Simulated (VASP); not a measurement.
# W (P6_3/mmc) in VASP: further runs

Runs on W. Level: PBE. Tasks: single point, relaxation of cell and atoms.

Everything below comes from runs of VASP 6.6.1. Logs are shortened: lines on timing, memory, paths and dates and some standing lists are left out, and cuts for length are marked.

## 1. The cell of the first run

Symmetry: P6_3/mmc, No. 194, hexagonal system. The conventional cell has a = 2.777 Å, b = 2.777 Å, c = 4.947 Å, α = 90.00°, β = 90.00°, γ = 120.00°. W (site symmetry -6m2) has 12 W at 2.78 to 2.95 Å within 3.7 Å.

This isn't the form of W at room conditions, which is bcc.

## 2. Single point, PBE

INCAR

```
PREC = Accurate
ENCUT = 520
EDIFF = 1E-6
ISMEAR = -1
SIGMA = 0.05
LREAL = F
LASPH = T
NELM = 60
ALGO = Normal
ISIF = 2
LWAVE = F
LCHARG = F
GGA = PE
NBANDS = 21
```

KPOINTS

```
Automatic mesh
0
Gamma
  17 17 9
```

POSCAR

```
W
1.0
    2.7768047187      0.0000000000      0.0000000000
   -1.3884023594      2.4047834278      0.0000000000
    0.0000000000      0.0000000000      4.9469378860
W
2
Direct
    0.3333333333      0.6666666667      0.2500000000
    0.6666666667      0.3333333333      0.7500000000
```

Potentials or basis: VASP PAW PBE potentials, release 64 (W_sv).

Started as:

```console
cat potpaw_PBE.64/W_sv/POTCAR > POTCAR
mpirun -np 1 vasp_std > vasp.out
```

OUTCAR:

```text
PREC = Accurate
   ENCUT = 520
   EDIFF = 1E-6
   ISMEAR = -1
   LREAL = F
   LASPH = T
   NELM = 60
   ISIF = 2
   GGA = PE

 ion  position               nearest neighbor table
   1  0.333  0.667  0.250-   2 2.95   2 2.95   2 2.95   2 2.95   2 2.95   2 2.95
   2  0.667  0.333  0.750-   1 2.95   1 2.95   1 2.95   1 2.95   1 2.95   1 2.95

  LATTYP: Found a hexagonal cell.
 ALAT       =     2.7768047187
 C/A-ratio  =     1.7815217083

  Lattice vectors:

 A1 = (   2.7768047187,   0.0000000000,   0.0000000000)
 A2 = (  -1.3884023594,   2.4047834278,   0.0000000000)
 A3 = (   0.0000000000,   0.0000000000,   4.9469378860)

Analysis of symmetry for initial positions (statically):
=====================================================================
 Subroutine PRICEL returns:
 Original cell was already a primitive cell.

 Routine SETGRP: Setting up the symmetry group for a
 hexagonal supercell.

 Subroutine GETGRP returns: Found 24 space group operations
 (whereof 12 operations were pure point group operations)
 out of a pool of 24 trial point group operations.

The static configuration has the point symmetry D_3d.
 The point group associated with its full space group is D_6h.

Analysis of symmetry for dynamics (positions and initial velocities):
=====================================================================
 Subroutine PRICEL returns:
 Original cell was already a primitive cell.

 Routine SETGRP: Setting up the symmetry group for a
 hexagonal supercell.

 Subroutine GETGRP returns: Found 24 space group operations
 (whereof 12 operations were pure point group operations)
 out of a pool of 24 trial point group operations.

The dynamic configuration has the point symmetry D_3d.
 The point group associated with its full space group is D_6h.

 Subroutine INISYM returns: Found 24 space group operations
 (whereof 12 operations are pure point group operations),
 and found     1 'primitive' translations

----------------------------------------------------------------------------------------

                                     Primitive cell

  volume of cell :      33.0337

  direct lattice vectors                    reciprocal lattice vectors
     2.776804719  0.000000000  0.000000000     0.360126153  0.207918931  0.000000000
    -1.388402359  2.404783428  0.000000000     0.000000000  0.415837862  0.000000000
     0.000000000  0.000000000  4.946937886     0.000000000  0.000000000  0.202145251

  length of vectors
     2.776804719  2.776804719  4.946937886     0.415837862  0.415837862  0.202145251

  position of ions in fractional coordinates (direct lattice)
     0.333333333  0.666666667  0.250000000
     0.666666667  0.333333333  0.750000000

  ion indices of the primitive-cell ions
   primitive index   ion index
                 1           1
                 2           2

----------------------------------------------------------------------------------------

 KPOINTS: Automatic mesh

Automatic generation of k-mesh.
 Grid dimensions read from file:
 generate k-points for:   17   17    9

 Generating k-lattice:

  Cartesian coordinates                     Fractional coordinates (reciprocal lattice)
     0.021183891  0.012230525  0.000000000     0.058823529 -0.000000000  0.000000000
     0.000000000  0.024461051  0.000000000     0.000000000  0.058823529  0.000000000
     0.000000000  0.000000000  0.022460583     0.000000000  0.000000000  0.111111111

  Length of vectors
     0.024461051  0.024461051  0.022460583

  Shift w.r.t. Gamma in fractional coordinates (k-lattice)
     0.000000000  0.000000000  0.000000000

 Subroutine IBZKPT returns following result:
 ===========================================

 Found    165 irreducible k-points:

 Following reciprocal coordinates:
            Coordinates               Weight
  0.000000  0.000000  0.000000      1.000000
  0.058824  0.000000  0.000000      6.000000
  0.117647  0.000000  0.000000      6.000000
  0.176471  0.000000  0.000000      6.000000
  0.235294  0.000000  0.000000      6.000000
  0.294118  0.000000  0.000000      6.000000
[... 16 lines left out ...]
  0.411765  0.117647  0.000000     12.000000
  0.176471  0.176471  0.000000      6.000000
 [... further k-points ...]
   k-points           NKPTS =    165   k-points in BZ     NKDIM =    165   number of bands    NBANDS=     21
   number of dos      NEDOS =    301   number of ions     NIONS =      2
   total plane-waves  NPLWV =  23040
   dimension x,y,z NGX =    24 NGY =   24 NGZ =   40
   dimension x,y,z NGXF=    48 NGYF=   48 NGZF=   80
   ions per type =               2
   NGX,Y,Z   is equivalent  to a cutoff of  14.37, 14.37, 13.44 a.u.
   NGXF,Y,Z  is equivalent  to a cutoff of  28.74, 28.74, 26.88 a.u.
 SYSTEM =  unknown system
   PREC   = accura    normal or accurate (medium, high low for compatibility)
   ISTART =      0    job   : 0-new  1-cont  2-samecut
   ICHARG =      2    charge: 1-file 2-atom 10-const
   ISPIN  =      1    spin polarized calculation?
   LNONCOLLINEAR =      F non collinear calculations
   LSORBIT =      F    spin-orbit coupling
   LASPH  =      T    aspherical Exc in radial PAW
   ENCUT  =  520.0 eV  38.22 Ry    6.18 a.u.   5.16  5.16  9.20*2*pi/ulx,y,z
   NELM   =     60;   NELMIN=  2; NELMDL= -5     # of ELM steps
   EDIFF  = 0.1E-05   stopping-criterion for ELM
   LREAL  =      F    real-space projection
   EDIFFG = 0.1E-04   stopping-criterion for IOM
   NSW    =      0    number of steps for IOM
   IBRION =     -1    ionic relax: 0-MD 1-quasi-New 2-CG
   NFREE  =      0    steps in history (QN), initial steepest desc. (CG)
   ISIF   =      2    stress and relaxation
   ISYM   =      2    0-nonsym 1-usesym 2-fastsym
   POTIM  = 0.5000    time-step for ionic-motion
   TEBEG  =    0.0;   TEEND  =   0.0 temperature during run
   PSTRESS=    0.0 pullay stress
   NELECT =      28.0000    total number of electrons
   NUPDOWN=      -1.0000    fix difference up-down
   EMIN   =  10.00;   EMAX   =-10.00  energy-range for DOS
   EFERMI =   0.00;   METHOD = LEGACY
   ISMEAR =    -1;   SIGMA  =   0.05  broadening in eV -4-tet -1-fermi 0-gaus
   EFERMI_NEDOS =   21; number of points for ismear=-14 and -15
   IALGO  =     38    algorithm
   IMIX   =      4    mixing-type and parameters
     AMIX     =   0.40;   BMIX     =  1.00
     AMIX_MAG =   1.60;   BMIX_MAG =  1.00
  volume/ion in A,a.u.               =      16.52       111.46
  Fermi-wavevector in a.u.,A,eV,Ry     =   1.549322  2.927793 32.659391  2.400398
  Thomas-Fermi vector in A             =   2.654145
   LORBIT       =      0    0 simple, 1 ext, 2 COOP (PROOUT), +10 PAW based schemes
   GGA     = PE    functional components
   LHFCALC =     F    Hartree Fock is set to
   AEXX    =    0.0000 exact exchange contribution
   IVDW    =     0    specifies the selected vdW correction
   LEPSILON=     F    determine dielectric tensor
   LRPA    =     F    only Hartree local field effects (RPA)
 non-spin polarized calculation
  energy-cutoff  :      520.00
  volume of cell :       33.03
 maximum number of plane-waves:       901
 NGX is ok and might be reduce to    24
   NGX = 11   NGY = 11   NGZ = 19

 number of electron      28.0000002 magnetization

 Free energy of the ion-electron system (eV)
  ---------------------------------------------------
  ext. energy  EPLUGINS =         0.00000000
  ---------------------------------------------------
  free energy    TOTEN  =       -24.91596349 eV

  energy without entropy =      -24.89755629  energy(sigma->0) =      -24.90675989

 E-fermi :  10.5056     XC(G=0): -13.3910

 val. band max:       10.5033576397   @ k =   0.1176   0.0000   0.3333
 cond. band min:      10.5100122732   @ k =   0.0588   0.0000   0.1111
 fundamental gap:      0.0066546336
 Fermi energy:        10.5056138837

 k-point     1 :       0.0000    0.0000    0.0000
  band No.  band energies     occupation
      1     -63.2811      2.00000
      2     -63.2119      2.00000
      3     -27.9906      2.00000
      4     -27.0962      2.00000
      5     -26.9040      2.00000
      6     -26.9040      2.00000
[... 13 lines left out ...]
     20      14.7542      0.00000
     21      19.2213      0.00000

 k-point     2 :       0.0588    0.0000    0.0000
  band No.  band energies     occupation
      1     -63.2773      2.00000
      2     -63.2091      2.00000
      3     -27.9785      2.00000
      4     -27.0975      2.00000
      5     -26.9439      2.00000
      6     -26.9149      2.00000
[... 13 lines left out ...]
     20      15.1338      0.00000
     21      19.2000      0.00000

 k-point     3 :       0.1176    0.0000    0.0000
  band No.  band energies     occupation
      1     -63.2661      2.00000
      2     -63.2011      2.00000
      3     -27.9431      2.00000
      4     -27.1020      2.00000
      5     -27.0575      2.00000
      6     -26.9683      2.00000
[... 13 lines left out ...]
     20      16.0067      0.00000
     21      19.1087      0.00000

 k-point     4 :       0.1765    0.0000    0.0000
  band No.  band energies     occupation
      1     -63.2492      2.00000
      2     -63.1891      2.00000
      3     -27.8874      2.00000
      4     -27.2280      2.00000
      5     -27.1381      2.00000
      6     -27.1108      2.00000
[... 13 lines left out ...]
     20      17.0715      0.00000
     21      18.9119      0.00000

 k-point     5 :       0.2353    0.0000    0.0000
  band No.  band energies     occupation
      1     -63.2283      2.00000
      2     -63.1749      2.00000
      3     -27.8158      2.00000
      4     -27.4306      2.00000
      5     -27.3364      2.00000
      6     -27.1255      2.00000
[... 13 lines left out ...]
     20      18.1767      0.00000
     21      18.6293      0.00000
[... 382 lines left out ...]
     20      18.7772      0.00000
     21      20.9051      0.00000

 k-point    22 :       0.3529    0.1176    0.0000
  band No.  band energies     occupation
      1     -63.1641      2.00000
      2     -63.1379      2.00000
      3     -27.9179      2.00000
      4     -27.8079      2.00000
      5     -27.5552      2.00000
      6     -27.2663      2.00000
[... 13 lines left out ...]
     20      19.5557      0.00000
     21      20.5671      0.00000

 k-point    23 :       0.4118    0.1176    0.0000
  band No.  band energies     occupation
      1     -63.1550      2.00000
      2     -63.1346      2.00000
      3     -27.9814      2.00000
      4     -27.8618      2.00000
      5     -27.5074      2.00000
      6     -27.2929      2.00000
[... 13 lines left out ...]
     20      19.1494      0.00000
     21      20.7352      0.00000

 k-point    24 :       0.1765    0.1765    0.0000
  band No.  band energies     occupation
      1     -63.2012      2.00000
      2     -63.1575      2.00000
      3     -27.7158      2.00000
      4     -27.5717      2.00000
      5     -27.5714      2.00000
      6     -27.1530      2.00000
[... 13 lines left out ...]
     20      18.5471      0.00000
     21      19.9608      0.00000

 [... further k-points ...]

------------------------ aborting loop because EDIFF is reached ----------------------------------------

  FORCE on cell =-STRESS in cart. coord.  units (eV):
  Direction    XX          YY          ZZ          XY          YZ          ZX
  --------------------------------------------------------------------------------------
  -------------------------------------------------------------------------------------
  Total        0.0979654      0.0979654      0.0695651     -0.0000000      0.0000000     -0.0000000
  in kB        4.7514414      4.7514414      3.3739910     -0.0000000      0.0000000     -0.0000000
  external PRESSURE =       4.2922913 kB  Pullay stress =       0.0000000 kB

 VOLUME and BASIS-vectors are now :
 -----------------------------------------------------------------------------
  energy-cutoff  :      520.00
  volume of cell :       33.03
      direct lattice vectors                 reciprocal lattice vectors
     2.776804719  0.000000000  0.000000000     0.360126153  0.207918931  0.000000000
    -1.388402359  2.404783428  0.000000000     0.000000000  0.415837862  0.000000000
     0.000000000  0.000000000  4.946937886     0.000000000  0.000000000  0.202145251

 POSITION                                       TOTAL-FORCE (eV/Angst)
 -----------------------------------------------------------------------------------
     -0.00000      1.60319      1.23673         0.000000     -0.000000      0.000000
      1.38840      0.80159      3.71020        -0.000000      0.000000      0.000000
 -----------------------------------------------------------------------------------
    total drift:                               -0.000000      0.000000     -0.000000

  FREE ENERGIE OF THE ION-ELECTRON SYSTEM (eV)
  ---------------------------------------------------
  free  energy   TOTEN  =       -24.9159634860 eV

  energy  without entropy=      -24.8975562872  energy(sigma->0) =      -24.90675989
```

Wall time 76 s (1 thread of Intel Xeon 8259CL, shared host); peak memory 0.22 GiB.

Results:

- Free energy: -24.9160 eV
- Pressure: 0.4 GPa
- Band gap on the k mesh: zero (bands 14 and 15 overlap by 1.76 eV)

Stress tensor (GPa, compression positive):
```
0.48 0.00 0.00
0.00 0.48 0.00
0.00 0.00 0.34
```

Caveat: spin-orbit coupling is left out, which moves the levels of the heavy elements.

## 3. Single point, PBE

INCAR

```
  PREC = Accurate
  ENCUT = 520
  EDIFF = 1E-7
  ISMEAR = -1
  SIGMA = 0.05
  LREAL = F
  LASPH = T
  NELM = 60
  ALGO = Normal
  ISIF = 2
  LWAVE = F
  LCHARG = F
  GGA = PE
  NBANDS = 21
```

KPOINTS

```
regular mesh
0
Gamma
  17 17 9
```

POSCAR

```
W
1.0
    2.7769820128      0.0000000000      0.0000000000
   -1.3884910064      2.4049369689      0.0000000000
    0.0000000000      0.0000000000      4.9479212266
W
2
Direct
    0.3333333333      0.6666666667      0.2500000000
    0.6666666667      0.3333333333      0.7500000000
```

Potentials or basis: VASP PAW PBE potentials, release 64 (W_sv).

Started as:

```console
cat potpaw_PBE.64/W_sv/POTCAR > POTCAR
mpirun -np 1 vasp_std > vasp.out
```

It took 83 s on 1 thread of Intel Xeon 8259CL, shared host; peak memory 0.22 GiB.

Results (log left out):

- Free energy: -24.9160 eV
- Pressure: 0.4 GPa
- Band gap on the k mesh: zero (bands 14 and 15 overlap by 1.76 eV)

Stress tensor (GPa, compression positive):
```
0.46 0.00 0.00
0.00 0.46 0.00
0.00 0.00 0.28
```

Levels at points of the mesh, in eV from the Fermi level:
| k point | band 10 | band 11 | band 12 | band 13 | band 14 | band 15 | band 16 | band 17 | band 18 | band 19 |
| --- | --- | --- | --- | --- | --- | --- | --- | --- | --- | --- |
| (0.00, 0.00, 0.00) | -5.88 | -1.69 | -0.43 | -0.43 | -0.32 | 0.14 | 0.14 | 1.99 | 1.99 | 4.25 |

Caveat: spin-orbit coupling is left out, which moves the levels of the heavy elements.

## 4. Relaxation of cell and atoms, PBE

This run uses another cell than the first one, of 16.15 Å³/atom.

INCAR

```
SYSTEM = W
PREC = Accurate
ENCUT = 600
EDIFF = 1E-6
ISMEAR = -1
SIGMA = 0.05
LREAL = .False.
LASPH = .True.
NELM = 100
ALGO = Normal
ISIF = 3
LWAVE = .False.
LCHARG = .False.
GGA = PE
IBRION = 2
NSW = 60
EDIFFG = -0.005
```

KPOINTS

```
Automatic mesh
0
Gamma
  17 17 9
  0 0 0
```

POSCAR

```
W
1.0
    2.8445100090      0.0000000000      0.0000000000
   -1.4222550045      2.4634179291      0.0000000000
    0.0000000000      0.0000000000      4.6081062146
W
2
Direct
    0.3333333333      0.6666666667      0.2500000000
    0.6666666667      0.3333333333      0.7500000000
```

Started as:

```console
cat potpaw_PBE.64/W_sv/POTCAR > POTCAR
mpirun -np 1 vasp_std > vasp.out
```

It took 7.9 min on 1 thread of Intel Xeon 8259CL, shared host; peak memory 0.25 GiB.

The run converged. Its results:

| Quantity | Value |
| --- | --- |
| Free energy | -24.9159 eV |
| Relaxed volume | 16.55 Å³/atom |
| Relaxed cell | a = 2.779 Å, b = 2.779 Å, c = 4.950 Å, α = 90.00°, β = 90.00°, γ = 120.00° |
| Space group after relaxing (to 0.1 Å) | P6_3/mmc (No. 194) |
| Energy gained by relaxing | 78.6 meV/atom |
| Ionic steps | 12 |
| Pressure after relaxing | 0.0 GPa |
| Band gap on the k mesh | zero (bands 14 and 15 overlap by 1.76 eV) |

Step by step:
```
step  energy change (eV)  largest force (eV/Å)  pressure (GPa)  volume (Å³)
   1              0.0000                0.0000            5.39        32.29
   2             -0.0633                0.0000          -13.68        34.84
   3             -0.0844                0.0000           -8.40        34.02
   4             -0.1401                0.0000           -6.54        33.90
   5             -0.1416                0.0000           -6.15        33.89
   6             -0.1571                0.0000            0.05        33.09
   7             -0.1571                0.0000            0.00        33.10
   8             -0.1571                0.0000           -0.10        33.11
   9             -0.1571                0.0000           -0.16        33.11
  10             -0.1571                0.0000           -0.14        33.11
  11             -0.1572                0.0000            0.04        33.09
  12             -0.1572                0.0000            0.02        33.10
```

Final structure:
```yaml
crystal:
  lattice:
    - [2.77861, 0.00000, 0.00000]
    - [-1.38931, 2.40635, 0.00000]
    - [0.00000, 0.00000, 4.94996]
  atoms:
    - { symbol: W, position: [0.33333, 0.66667, 0.25000] }
    - { symbol: W, position: [0.66667, 0.33333, 0.75000] }
```

Levels at points of the mesh, in eV from the Fermi level:
```
           k point  band 11  band 12  band 13  band 14  band 15  band 16  band 17  band 18
(0.00, 0.00, 0.00)    -1.68    -0.43    -0.43    -0.32     0.14     0.14     1.99     1.99
```

Caveat: spin-orbit coupling is left out, which moves the levels of the heavy elements.

## 5. Overview

```csv
task,cell,cutoff (eV),gap on the mesh (eV),pressure (GPa)
single point,"a = 2.777, b = 2.777, c = 4.947 Å, angles 90.0, 90.0, 120.0°, 2 atoms",520,none,0.4
single point,"a = 2.777, b = 2.777, c = 4.948 Å, angles 90.0, 90.0, 120.0°, 2 atoms",520,none,0.4
relaxation of cell and atoms,"relaxed from a = 2.845, b = 2.845, c = 4.608 Å, angles 90.0, 90.0, 120.0°, 2 atoms",600,none,0.0
```

Alike in all rows: level PBE; potentials or basis VASP PAW PBE potentials, release 64 (W_sv); no spin polarisation; k mesh 17 × 17 × 9; smearing fermi-dirac 0.05 eV.

Caveats: spin-orbit coupling is left out, which moves the levels of the heavy elements.

Absolute energies hang on the potentials; compare differences alone.
